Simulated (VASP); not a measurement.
# K2NaRhCl6 (Fm-3m) in VASP: single point with PBE

Aim: the single point of K2NaRhCl6 with PBE.

Program: VASP 6.6.1. These are calculated values, not measurements. Logs are shortened: lines on timing, memory, paths and dates and some standing lists are left out, and cuts for length are marked.

## Step 1: The cell of the first run

The structure is cubic, space group Fm-3m (No. 225). Conventional cell: a = 9.689 Å, b = 9.689 Å, c = 9.689 Å, α = 90.00°, β = 90.00°, γ = 90.00°. K (site symmetry -43m) has 12 Cl at 3.43 Å and 4 Rh at 4.20 Å and 4 Na at 4.20 Å within 4.5 Å. Cl (site symmetry 4mm) has 1 Rh at 2.31 Å and 1 Na at 2.54 Å within 3.0 Å. Rh (site symmetry m-3m) has 6 Cl at 2.31 Å within 3.0 Å. Na (site symmetry m-3m) has 6 Cl at 2.54 Å within 3.3 Å.

## Step 2: Single point, PBE

The input, POSCAR:

```
K2NaRhCl6
1.0
    0.0000000000      4.8443040000      4.8443040000
    4.8443040000      0.0000000000      4.8443040000
    4.8443040000      4.8443040000      0.0000000000
K Cl Rh Na
2 6 1 1
Direct
    0.2500000000      0.2500000000      0.2500000000
    0.7500000000      0.7500000000      0.7500000000
    0.7620000000      0.2380000000      0.2380000000
    0.2380000000      0.7620000000      0.2380000000
    0.2380000000      0.7620000000      0.7620000000
    0.7620000000      0.2380000000      0.7620000000
    0.2380000000      0.2380000000      0.7620000000
    0.7620000000      0.7620000000      0.2380000000
    0.0000000000      0.0000000000      0.0000000000
    0.5000000000      0.5000000000      0.5000000000
```

The input, INCAR.step1:

```
PREC = Accurate
ENCUT = 520
EDIFF = 1E-7
ISMEAR = 0
SIGMA = 0.1512
LREAL = False
LASPH = True
NELM = 80
ALGO = Normal
ISIF = 2
LWAVE = False
LCHARG = True
LMAXMIX = 4
GGA = PE
NBANDS = 52
```

The input, KPOINTS.step1:

```
Automatic mesh
0
Gamma
  5 5 5
```

The input, INCAR.step2:

```
PREC = Accurate
ENCUT = 520
EDIFF = 1E-7
ISMEAR = -5
SIGMA = 0.1512
LREAL = False
LASPH = True
NELM = 80
ALGO = Normal
ISIF = 2
LWAVE = False
LCHARG = False
LMAXMIX = 4
GGA = PE
LORBIT = 10
NEDOS = 2001
ICHARG = 11
```

The input, KPOINTS.step2:

```
Automatic mesh
0
Gamma
  8 8 8
```

Potentials or basis: VASP PAW PBE potentials, release 64 (K_sv, Cl, Rh_pv, Na_pv).

Run with:

```
$ cat potpaw_PBE.64/K_sv/POTCAR potpaw_PBE.64/Cl/POTCAR potpaw_PBE.64/Rh_pv/POTCAR potpaw_PBE.64/Na_pv/POTCAR > POTCAR
$ cp INCAR.step1 INCAR
$ cp KPOINTS.step1 KPOINTS
$ mpirun -np 1 vasp_std > vasp.out
$ cp INCAR.step2 INCAR
$ cp KPOINTS.step2 KPOINTS
$ mpirun -np 1 vasp_std > vasp.out
```

OUTCAR:

```text
PREC = Accurate
   ENCUT = 520
   EDIFF = 1E-7
   ISMEAR = -5
   LREAL = False
   LASPH = True
   NELM = 80
   ISIF = 2
   GGA = PE
   LORBIT = 10
   ICHARG = 11

 ion  position               nearest neighbor table
   1  0.250  0.250  0.250-
   2  0.750  0.750  0.750-
   3  0.762  0.238  0.238-   9 2.31  10 2.54
   4  0.238  0.762  0.238-   9 2.31  10 2.54
   5  0.238  0.762  0.762-   9 2.31  10 2.54
   6  0.762  0.238  0.762-   9 2.31  10 2.54
   7  0.238  0.238  0.762-   9 2.31  10 2.54
   8  0.762  0.762  0.238-   9 2.31  10 2.54
   9  0.000  0.000  0.000-   3 2.31   4 2.31   5 2.31   6 2.31   7 2.31   8 2.31
  10  0.500  0.500  0.500-   3 2.54   4 2.54   5 2.54   6 2.54   7 2.54   8 2.54

  LATTYP: Found a face centered cubic cell.
 ALAT       =     9.6886080000

  Lattice vectors:

 A1 = (   0.0000000000,   4.8443040000,   4.8443040000)
 A2 = (   4.8443040000,   0.0000000000,   4.8443040000)
 A3 = (   4.8443040000,   4.8443040000,   0.0000000000)

Analysis of symmetry for initial positions (statically):
=====================================================================
 Subroutine PRICEL returns:
 Original cell was already a primitive cell.

 Routine SETGRP: Setting up the symmetry group for a
 face centered cubic supercell.

 Subroutine GETGRP returns: Found 48 space group operations
 (whereof 48 operations were pure point group operations)
 out of a pool of 48 trial point group operations.

The static configuration has the point symmetry O_h .

Analysis of symmetry for dynamics (positions and initial velocities):
=====================================================================
 Subroutine PRICEL returns:
 Original cell was already a primitive cell.

 Routine SETGRP: Setting up the symmetry group for a
 face centered cubic supercell.

 Subroutine GETGRP returns: Found 48 space group operations
 (whereof 48 operations were pure point group operations)
 out of a pool of 48 trial point group operations.

The dynamic configuration has the point symmetry O_h .

 Subroutine INISYM returns: Found 48 space group operations
 (whereof 48 operations are pure point group operations),
 and found     1 'primitive' translations

----------------------------------------------------------------------------------------

                                     Primitive cell

  volume of cell :     227.3653

  direct lattice vectors                    reciprocal lattice vectors
     0.000000000  4.844304000  4.844304000    -0.103214001  0.103214001  0.103214001
     4.844304000  0.000000000  4.844304000     0.103214001 -0.103214001  0.103214001
     4.844304000  4.844304000  0.000000000     0.103214001  0.103214001 -0.103214001

  length of vectors
     6.850880417  6.850880417  6.850880417     0.178771895  0.178771895  0.178771895

  position of ions in fractional coordinates (direct lattice)
     0.250000000  0.250000000  0.250000000
     0.750000000  0.750000000  0.750000000
     0.762000000  0.238000000  0.238000000
     0.238000000  0.762000000  0.238000000
     0.238000000  0.762000000  0.762000000
     0.762000000  0.238000000  0.762000000
     0.238000000  0.238000000  0.762000000
     0.762000000  0.762000000  0.238000000
     0.000000000  0.000000000  0.000000000
     0.500000000  0.500000000  0.500000000

  ion indices of the primitive-cell ions
   primitive index   ion index
                 1           1
                 2           2
                 3           3
                 4           4
                 5           5
                 6           6
                 7           7
                 8           8
                 9           9
                10          10

----------------------------------------------------------------------------------------

 KPOINTS: Automatic mesh

Automatic generation of k-mesh.
 Grid dimensions read from file:
 generate k-points for:    8    8    8

 Generating k-lattice:

  Cartesian coordinates                     Fractional coordinates (reciprocal lattice)
    -0.012901750  0.012901750  0.012901750     0.125000000  0.000000000  0.000000000
     0.012901750 -0.012901750  0.012901750     0.000000000  0.125000000  0.000000000
     0.012901750  0.012901750 -0.012901750     0.000000000  0.000000000  0.125000000

  Length of vectors
     0.022346487  0.022346487  0.022346487

  Shift w.r.t. Gamma in fractional coordinates (k-lattice)
     0.000000000  0.000000000  0.000000000

 TETIRR: Found     76 inequivalent tetrahedra from     3072

 Subroutine IBZKPT returns following result:
 ===========================================

 Found     29 irreducible k-points:

 Following reciprocal coordinates:
            Coordinates               Weight
  0.000000  0.000000  0.000000      1.000000
  0.125000  0.000000  0.000000      8.000000
  0.250000  0.000000  0.000000      8.000000
  0.375000  0.000000  0.000000      8.000000
  0.500000  0.000000  0.000000      4.000000
  0.125000  0.125000  0.000000      6.000000
[... 16 lines left out ...]
  0.500000  0.250000  0.125000     48.000000
 -0.375000  0.250000  0.125000     24.000000
 [... further k-points ...]
   k-points           NKPTS =     29   k-points in BZ     NKDIM =     29   number of bands    NBANDS=     49
   number of dos      NEDOS =   2001   number of ions     NIONS =     10
   total plane-waves  NPLWV = 157464
   dimension x,y,z NGX =    54 NGY =   54 NGZ =   54
   dimension x,y,z NGXF=   108 NGYF=  108 NGZF=  108
   ions per type =               2   6   1   1
   NGX,Y,Z   is equivalent  to a cutoff of  13.10, 13.10, 13.10 a.u.
   NGXF,Y,Z  is equivalent  to a cutoff of  26.21, 26.21, 26.21 a.u.
 SYSTEM =  unknown system
   PREC   = accura    normal or accurate (medium, high low for compatibility)
   ISTART =      0    job   : 0-new  1-cont  2-samecut
   ICHARG =     11    charge: 1-file 2-atom 10-const
   ISPIN  =      1    spin polarized calculation?
   LNONCOLLINEAR =      F non collinear calculations
   LSORBIT =      F    spin-orbit coupling
   LASPH  =      T    aspherical Exc in radial PAW
   ENCUT  =  520.0 eV  38.22 Ry    6.18 a.u.  12.74 12.74 12.74*2*pi/ulx,y,z
   NELM   =     80;   NELMIN=  2; NELMDL=  0     # of ELM steps
   EDIFF  = 0.1E-06   stopping-criterion for ELM
   LREAL  =      F    real-space projection
   EDIFFG = 0.1E-05   stopping-criterion for IOM
   NSW    =      0    number of steps for IOM
   IBRION =     -1    ionic relax: 0-MD 1-quasi-New 2-CG
   NFREE  =      0    steps in history (QN), initial steepest desc. (CG)
   ISIF   =      2    stress and relaxation
   ISYM   =      2    0-nonsym 1-usesym 2-fastsym
   POTIM  = 0.5000    time-step for ionic-motion
   TEBEG  =    0.0;   TEEND  =   0.0 temperature during run
   PSTRESS=    0.0 pullay stress
   NELECT =      82.0000    total number of electrons
   NUPDOWN=      -1.0000    fix difference up-down
   EMIN   =  10.00;   EMAX   =-10.00  energy-range for DOS
   EFERMI =   0.00;   METHOD = LEGACY
   ISMEAR =    -5;   SIGMA  =   0.15  broadening in eV -4-tet -1-fermi 0-gaus
   EFERMI_NEDOS =   21; number of points for ismear=-14 and -15
   IALGO  =     38    algorithm
   IMIX   =      4    mixing-type and parameters
     AMIX     =   0.40;   BMIX     =  1.00
     AMIX_MAG =   1.60;   BMIX_MAG =  1.00
  volume/ion in A,a.u.               =      22.74       153.43
  Fermi-wavevector in a.u.,A,eV,Ry     =   1.165301  2.202099 18.475706  1.357926
  Thomas-Fermi vector in A             =   2.301828
   LORBIT       =     10    0 simple, 1 ext, 2 COOP (PROOUT), +10 PAW based schemes
   GGA     = PE    functional components
   LHFCALC =     F    Hartree Fock is set to
   AEXX    =    0.0000 exact exchange contribution
   IVDW    =     0    specifies the selected vdW correction
   LEPSILON=     F    determine dielectric tensor
   LRPA    =     F    only Hartree local field effects (RPA)
 non-spin polarized calculation
 Fermi weights with tetrahedron method with Bloechl corrections
  energy-cutoff  :      520.00
  volume of cell :      227.37
 maximum number of plane-waves:      6183
 NGX is ok and might be reduce to    54

 number of electron      82.0000001 magnetization

 Free energy of the ion-electron system (eV)
  ---------------------------------------------------
  ext. energy  EPLUGINS =         0.00000000
  ---------------------------------------------------
  free energy    TOTEN  =       -35.05252342 eV

  energy without entropy =      -35.05252342  energy(sigma->0) =      -35.05252342

 E-fermi :   1.7487     XC(G=0):  -8.8794

 val. band max:        1.7463916090   @ k =   0.5000   0.5000   0.0000
 cond. band min:       3.1059295908   @ k =   0.5000   0.5000   0.0000
 fundamental gap:      1.3595379817
 Fermi energy:         1.7487311769

 k-point     1 :       0.0000    0.0000    0.0000
  band No.  band energies     occupation
      1     -44.3788      2.00000
      2     -44.3788      2.00000
      3     -44.3788      2.00000
      4     -26.9631      2.00000
      5     -26.9598      2.00000
      6     -20.6979      2.00000
[... 41 lines left out ...]
     48       7.9937      0.00000
     49       8.5761      0.00000
[... 1194 lines left out ...]
     48       9.4702      0.00000
     49       9.5790      0.00000

 [... further k-points ...]

------------------------ aborting loop because EDIFF is reached ----------------------------------------

  FORCE on cell =-STRESS in cart. coord.  units (eV):
  Direction    XX          YY          ZZ          XY          YZ          ZX
  --------------------------------------------------------------------------------------
  -------------------------------------------------------------------------------------
  Total        7.2019008      7.2019008      7.2019008      0.0000000      0.0000000      0.0000000
  in kB       50.7497086     50.7497086     50.7497086      0.0000000      0.0000000      0.0000000
  external PRESSURE =      50.7497086 kB  Pullay stress =       0.0000000 kB

 VOLUME and BASIS-vectors are now :
 -----------------------------------------------------------------------------
  energy-cutoff  :      520.00
  volume of cell :      227.37
      direct lattice vectors                 reciprocal lattice vectors
     0.000000000  4.844304000  4.844304000    -0.103214001  0.103214001  0.103214001
     4.844304000  0.000000000  4.844304000     0.103214001 -0.103214001  0.103214001
     4.844304000  4.844304000  0.000000000     0.103214001  0.103214001 -0.103214001

 POSITION                                       TOTAL-FORCE (eV/Angst)
 -----------------------------------------------------------------------------------
      2.42215      2.42215      2.42215         0.000000     -0.000000      0.000000
      7.26646      7.26646      7.26646        -0.000000     -0.000000     -0.000000
      2.30589      4.84430      4.84430         0.008661      0.000000      0.000000
      4.84430      2.30589      4.84430         0.000000      0.008661      0.000000
      7.38272      4.84430      4.84430        -0.008661      0.000000      0.000000
      4.84430      7.38272      4.84430         0.000000     -0.008661      0.000000
      4.84430      4.84430      2.30589         0.000000      0.000000      0.008661
      4.84430      4.84430      7.38272         0.000000      0.000000     -0.008661
      0.00000      0.00000      0.00000         0.000000      0.000000     -0.000000
      4.84430      4.84430      4.84430         0.000000      0.000000      0.000000
 -----------------------------------------------------------------------------------
    total drift:                                0.000000      0.000000      0.000000

  FREE ENERGIE OF THE ION-ELECTRON SYSTEM (eV)
  ---------------------------------------------------
  free  energy   TOTEN  =       -35.0525234163 eV

  energy  without entropy=      -35.0525234163  energy(sigma->0) =      -35.05252342

 total charge

# of ion       s       p       d       tot
------------------------------------------
    1        1.952   5.577   0.017   7.546
    2        1.952   5.577   0.017   7.546
    3        1.596   3.559   0.000   5.155
    4        1.596   3.559   0.000   5.155
    5        1.596   3.559   0.000   5.155
    6        1.596   3.559   0.000   5.155
    7        1.596   3.559   0.000   5.155
    8        1.596   3.559   0.000   5.155
    9        0.329   6.314   7.097  13.739
   10        0.062   6.006   0.000   6.067
--------------------------------------------------
tot         13.868  44.829   7.131  65.829
```

Wall time 9.2 min (1 thread of Intel Xeon Platinum 8488C (Sapphire Rapids), shared host); peak memory 0.56 GiB.

What came out:

| Item | Value |
| --- | --- |
| Valence electrons inside the program's atomic spheres | K 7.55; Cl 5.16; Rh 13.74; Na 6.07 |
